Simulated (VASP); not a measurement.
Here is a VASP 6.6.1 calculation.

File INCAR:

```
PREC = Accurate
ENCUT = 600
EDIFF = 1E-6
ISMEAR = -1
SIGMA = 0.08
LREAL = F
LASPH = T
NELM = 60
ALGO = Normal
ISIF = 3
LWAVE = F
LCHARG = F
GGA = PE
IBRION = 2
NSW = 32
EDIFFG = -0.005
PSTRESS = 870.0
```

Contents of KPOINTS:

```
regular mesh
0
Gamma
  16 16 16
```

POSCAR

```
Te
1.0
   -1.6312522945      1.6312522945      1.6312522945
    1.6312522945     -1.6312522945      1.6312522945
    1.6312522945      1.6312522945     -1.6312522945
Te
1
Direct
    0.0000000000      0.0000000000      0.0000000000
```

Potentials or basis: VASP PAW PBE potentials, release 64 (Te).

Run with:

```sh
$ cat potpaw_PBE.64/Te/POTCAR > POTCAR
$ mpirun -np 1 vasp_std > vasp.out
```

**Question.** Predict the relaxed cell.

**Answer.** a = 2.826 Å, b = 2.826 Å, c = 2.826 Å, α = 109.47°, β = 109.47°, γ = 109.47°.

**Question.** Estimate the space group after relaxing (to 0.1 Å).

**Answer.** Im-3m (No. 229).

**Question.** Estimate the band gap on the k mesh.

**Answer.** Zero (bands 3 and 4 overlap by 13.08 eV).

**Question.** Predict the relaxed volume.

**Answer.** 17.38 Å³/atom.

The path:
```tsv
step	energy change (eV)	largest force (eV/Å)	pressure (GPa)	volume (Å³)
1	0.0000	0.0000	87.37	17.36
2	-0.0542	0.0000	85.21	17.46
3	-0.0088	0.0000	87.01	17.38
```

Caveat: the cell is relaxed towards a set pressure, so the run minimises the enthalpy, not the energy; spin-orbit coupling is left out, which moves the levels of the heavy elements.
